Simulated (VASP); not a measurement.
# Ir (Fm-3m) in VASP: a series of runs, part 3 of 3

VASP 6.6.1. The steps go on from the part before.

### Step 6. Single point, LDA (volume scaled by 0.7, to set the pressure)

INCAR

```
PREC = Accurate ; ENCUT = 500
EDIFF = 1E-6 ; ISMEAR = -1
SIGMA = 0.08 ; LREAL = False
LASPH = True ; NELM = 120
ALGO = Normal ; ISIF = 2
LWAVE = False ; LCHARG = False
NBANDS = 10 ; GGA_COMPAT = False
```

KPOINTS

```
regular mesh
0
Gamma
  19 19 19
```

POSCAR

```
Ir
1.0
    0.0000000000      1.6920804899      1.6920804899
    1.6920804899      0.0000000000      1.6920804899
    1.6920804899      1.6920804899      0.0000000000
Ir
1
Direct
    0.0000000000      0.0000000000      0.0000000000
```

Potentials or basis: VASP PAW LDA potentials, release 64 (Ir).

Run with:

```
cat potpaw_LDA.64/Ir/POTCAR > POTCAR
mpirun -np 1 vasp_std > vasp.out
```

OUTCAR:

```text
PREC = Accurate
   ENCUT = 500
   EDIFF = 1E-6
   ISMEAR = -1
   LREAL = False
   LASPH = True
   NELM = 120
   ISIF = 2

 ion  position               nearest neighbor table
   1  0.000  0.000  0.000-

  LATTYP: Found a face centered cubic cell.
 ALAT       =     3.3841609798

  Lattice vectors:

 A1 = (   0.0000000000,   1.6920804899,   1.6920804899)
 A2 = (   1.6920804899,   0.0000000000,   1.6920804899)
 A3 = (   1.6920804899,   1.6920804899,   0.0000000000)

Analysis of symmetry for initial positions (statically):
=====================================================================
 Subroutine PRICEL returns:
 Original cell was already a primitive cell.

 Routine SETGRP: Setting up the symmetry group for a
 face centered cubic supercell.

 Subroutine GETGRP returns: Found 48 space group operations
 (whereof 48 operations were pure point group operations)
 out of a pool of 48 trial point group operations.

The static configuration has the point symmetry O_h .

Analysis of symmetry for dynamics (positions and initial velocities):
=====================================================================
 Subroutine PRICEL returns:
 Original cell was already a primitive cell.

 Routine SETGRP: Setting up the symmetry group for a
 face centered cubic supercell.

 Subroutine GETGRP returns: Found 48 space group operations
 (whereof 48 operations were pure point group operations)
 out of a pool of 48 trial point group operations.

The dynamic configuration has the point symmetry O_h .

 Subroutine INISYM returns: Found 48 space group operations
 (whereof 48 operations are pure point group operations),
 and found     1 'primitive' translations

----------------------------------------------------------------------------------------

                                     Primitive cell

  volume of cell :       9.6893

  direct lattice vectors                    reciprocal lattice vectors
[... 103 lines left out ...]
   IMIX   =      4    mixing-type and parameters
     AMIX     =   0.40;   BMIX     =  1.00
     AMIX_MAG =   1.60;   BMIX_MAG =  1.00
  volume/ion in A,a.u.               =       9.69        65.39
  Fermi-wavevector in a.u.,A,eV,Ry     =   1.597318  3.018493 34.714231  2.551424
  Thomas-Fermi vector in A             =   2.694943
   LORBIT       =      0    0 simple, 1 ext, 2 COOP (PROOUT), +10 PAW based schemes
   GGA     = CA    functional components
   LHFCALC =     F    Hartree Fock is set to
   AEXX    =    0.0000 exact exchange contribution
   IVDW    =     0    specifies the selected vdW correction
   LEPSILON=     F    determine dielectric tensor
   LRPA    =     F    only Hartree local field effects (RPA)
 non-spin polarized calculation
  energy-cutoff  :      500.00
  volume of cell :        9.69
 maximum number of plane-waves:       262
 NGX is ok and might be reduce to    18
   NGX =  9   NGY =  9   NGZ =  9

 number of electron       9.0000000 magnetization

 Free energy of the ion-electron system (eV)
  ---------------------------------------------------
  ext. energy  EPLUGINS =         0.00000000
  ---------------------------------------------------
  free energy    TOTEN  =        -6.99905535 eV

  energy without entropy =       -6.98608570  energy(sigma->0) =       -6.99257053

 E-fermi :  18.3679     XC(G=0): -16.4071

 val. band max:       18.3620916188   @ k =  -0.3684   0.2632   0.0000
 cond. band min:      18.3884040851   @ k =  -0.4211   0.4737   0.1053
 fundamental gap:      0.0263124663
 Fermi energy:        18.3679179786

 k-point     1 :       0.0000    0.0000    0.0000
  band No.  band energies     occupation
      1       2.8388      2.00000
      2      11.4549      2.00000
      3      11.4549      2.00000
      4      11.4549      2.00000
      5      16.3243      2.00000
      6      16.3243      2.00000
      7      31.0977      0.00000
      8      39.1970      0.00000
      9      39.1970      0.00000
     10      39.1970      0.00000
[... 287 lines left out ...]
 k-point    24 :      -0.2632    0.0526    0.0000
  band No.  band energies     occupation
      1       5.9099      2.00000
      2      11.3871      2.00000
      3      12.0718      2.00000
      4      12.1607      2.00000
      5      16.2109      2.00000
      6      17.8782      1.99562
      7      31.7428      0.00000
      8      38.5444      0.00000
      9      45.2030      0.00000
     10      46.0448      0.00000

 [... further k-points ...]
[... 5 lines left out ...]
  --------------------------------------------------------------------------------------
  -------------------------------------------------------------------------------------
  Total       21.5036223     21.5036223     21.5036223     -0.0000000      0.0000000     -0.0000000
  in kB     3555.7331105   3555.7331105   3555.7331105     -0.0000000      0.0000000     -0.0000000
  external PRESSURE =    3555.7331105 kB  Pullay stress =       0.0000000 kB

 VOLUME and BASIS-vectors are now :
 -----------------------------------------------------------------------------
  energy-cutoff  :      500.00
  volume of cell :        9.69
      direct lattice vectors                 reciprocal lattice vectors
     0.000000000  1.692080490  1.692080490    -0.295494217  0.295494217  0.295494217
     1.692080490  0.000000000  1.692080490     0.295494217 -0.295494217  0.295494217
     1.692080490  1.692080490  0.000000000     0.295494217  0.295494217 -0.295494217

 POSITION                                       TOTAL-FORCE (eV/Angst)
 -----------------------------------------------------------------------------------
      0.00000      0.00000      0.00000         0.000000      0.000000      0.000000
 -----------------------------------------------------------------------------------
    total drift:                               -0.000000      0.000000      0.000000

  FREE ENERGIE OF THE ION-ELECTRON SYSTEM (eV)
  ---------------------------------------------------
  free  energy   TOTEN  =        -6.9990553542 eV

  energy  without entropy=       -6.9860857037  energy(sigma->0) =       -6.99257053
```

OSZICAR:

```text
N       E                     dE             d eps       ncg     rms          rms(c)
DAV:   1     0.540176223419E+02    0.54018E+02   -0.45455E+03  4424   0.846E+02
DAV:   2    -0.681292718231E+01   -0.60831E+02   -0.58438E+02  4572   0.220E+02
DAV:   3    -0.756613790617E+01   -0.75321E+00   -0.75148E+00  5256   0.290E+01
DAV:   4    -0.757180230342E+01   -0.56644E-02   -0.56630E-02  5550   0.225E+00
DAV:   5    -0.757187269425E+01   -0.70391E-04   -0.70390E-04  5762   0.214E-01    0.431E+01
DAV:   6    -0.718931866581E+01    0.38255E+00   -0.11734E-01  5096   0.406E+00    0.237E+01
DAV:   7    -0.700191997255E+01    0.18740E+00   -0.12863E-01  5308   0.372E+00    0.102E+00
DAV:   8    -0.699902577173E+01    0.28942E-02   -0.39780E-03  4910   0.957E-01    0.204E-01
DAV:   9    -0.699905254863E+01   -0.26777E-04   -0.51088E-05  6442   0.791E-02    0.322E-02
DAV:  10    -0.699905541282E+01   -0.28642E-05   -0.46051E-06  5082   0.360E-02    0.313E-03
DAV:  11    -0.699905535421E+01    0.58611E-07   -0.41590E-08  2784   0.208E-03
   1 F= -.69990554E+01 E0= -.69925705E+01  d E =-.129697E-01
```

stdout:

```text
POSCAR found type information on POSCAR Ir
 POSCAR found :  1 types and       1 ions
 scaLAPACK will be used
 LDA part: xc-table for (Slater(with rela. corr.)+CA(PZ))
 , standard interpolation
 POSCAR, INCAR and KPOINTS ok, starting setup
 FFT: planning ... GRIDC
 FFT: planning ... GRID_SOFT
 FFT: planning ... GRID
 WAVECAR not read
 entering main loop
```

Wall time 12 s (1 thread of Intel Xeon Platinum 8375C at 2.90GHz (Ice Lake), shared host); peak memory 0.13 GiB.

Results:

```
Free energy : -6.9991 eV
Pressure    : 355.6 GPa
```

Caveat: the cell differs from its parent crystal (volume scaled by 0.7, to set the pressure); spin-orbit coupling is left out, which moves the levels of the heavy elements.

### Step 7. Single point, LDA

This run uses another cell than the first one, of 13.84 Å³/atom, 1.429 times its volume.

INCAR

```
ALGO = Normal
EDIFF = 1E-6
ENCUT = 500
GGA_COMPAT = False
ISIF = 2
ISMEAR = -1
LASPH = True
LCHARG = False
LREAL = False
LWAVE = False
NBANDS = 10
NELM = 120
PREC = Accurate
SIGMA = 0.08
```

KPOINTS

```
k-points
0
Gamma
  18 18 18
```

POSCAR

```
Ir
1.0
    0.0000000000      1.9057020653      1.9057020653
    1.9057020653      0.0000000000      1.9057020653
    1.9057020653      1.9057020653      0.0000000000
Ir
1
Direct
    0.0000000000      0.0000000000      0.0000000000
```

Potentials or basis: VASP PAW LDA potentials, release 64 (Ir).

Run with:

```
cat potpaw_LDA.64/Ir/POTCAR > POTCAR
mpirun -np 1 vasp_std > vasp.out
```

OUTCAR:

```text
EDIFF = 1E-6
   ENCUT = 500
   ISIF = 2
   ISMEAR = -1
   LASPH = True
   LREAL = False
   NELM = 120
   PREC = Accurate

 ion  position               nearest neighbor table
   1  0.000  0.000  0.000-

  LATTYP: Found a face centered cubic cell.
 ALAT       =     3.8114041306

  Lattice vectors:

 A1 = (   0.0000000000,   1.9057020653,   1.9057020653)
 A2 = (   1.9057020653,   0.0000000000,   1.9057020653)
 A3 = (   1.9057020653,   1.9057020653,   0.0000000000)

Analysis of symmetry for initial positions (statically):
[... 479 lines left out ...]
      2       5.9806      2.00000
      3       7.1308      2.00000
      4       7.2231      2.00000
      5       9.1578      2.00000
      6      10.0554      1.99949
      7      24.9702      0.00000
      8      27.8158      0.00000
      9      32.9948      0.00000
     10      34.2271      0.00000

 [... further k-points ...]
[... 5 lines left out ...]
  --------------------------------------------------------------------------------------
  -------------------------------------------------------------------------------------
  Total        0.2222004      0.2222004      0.2222004      0.0000000      0.0000000      0.0000000
  in kB       25.7193738     25.7193738     25.7193738      0.0000000      0.0000000      0.0000000
  external PRESSURE =      25.7193738 kB  Pullay stress =       0.0000000 kB

 VOLUME and BASIS-vectors are now :
 -----------------------------------------------------------------------------
  energy-cutoff  :      500.00
  volume of cell :       13.84
      direct lattice vectors                 reciprocal lattice vectors
     0.000000000  1.905702065  1.905702065    -0.262370498  0.262370498  0.262370498
     1.905702065  0.000000000  1.905702065     0.262370498 -0.262370498  0.262370498
     1.905702065  1.905702065  0.000000000     0.262370498  0.262370498 -0.262370498

 POSITION                                       TOTAL-FORCE (eV/Angst)
 -----------------------------------------------------------------------------------
      0.00000      0.00000      0.00000         0.000000      0.000000      0.000000
 -----------------------------------------------------------------------------------
    total drift:                                0.000000     -0.000000     -0.000000

  FREE ENERGIE OF THE ION-ELECTRON SYSTEM (eV)
  ---------------------------------------------------
  free  energy   TOTEN  =       -10.3359862165 eV

  energy  without entropy=      -10.3170204798  energy(sigma->0) =      -10.32650335
```

Wall time 13 s (1 thread of Intel Xeon Platinum 8375C at 2.90GHz (Ice Lake), shared host); peak memory 0.14 GiB.

What came out:

- Free energy: -10.3360 eV
- Pressure: 2.6 GPa

Caveat: spin-orbit coupling is left out, which moves the levels of the heavy elements.

### Step 8. Summary

```csv
task,cell,k mesh,cutoff (eV),gap on the mesh (eV),pressure (GPa)
relaxation of cell and atoms,"relaxed to 340 GPa from a = 2.393 Å, angles 60.0°, 1 atom",19 × 19 × 19,600,none,340.0
relaxation of cell and atoms,"relaxed to 340 GPa from a = 2.394 Å, angles 60.0°, 1 atom",19 × 19 × 19,600,none,340.0
single point,"a = 2.394 Å, angles 60.0°, 1 atom",19 × 19 × 19,520,none,353.5
single point,"a = 2.393 Å, angles 60.0°, 1 atom",19 × 19 × 19,500,none,355.6
single point,"a = 2.695 Å, angles 60.0°, 1 atom",18 × 18 × 18,500,none,2.6
```

Alike in all rows: level LDA; potentials or basis VASP PAW LDA potentials, release 64 (Ir); no spin polarisation; smearing fermi-dirac 0.08 eV.

Caveats: spin-orbit coupling is left out, which moves the levels of the heavy elements; the cell is relaxed towards a set pressure, so the enthalpy falls and the energy may rise (some runs).

Absolute energies hang on the potentials; compare differences alone.
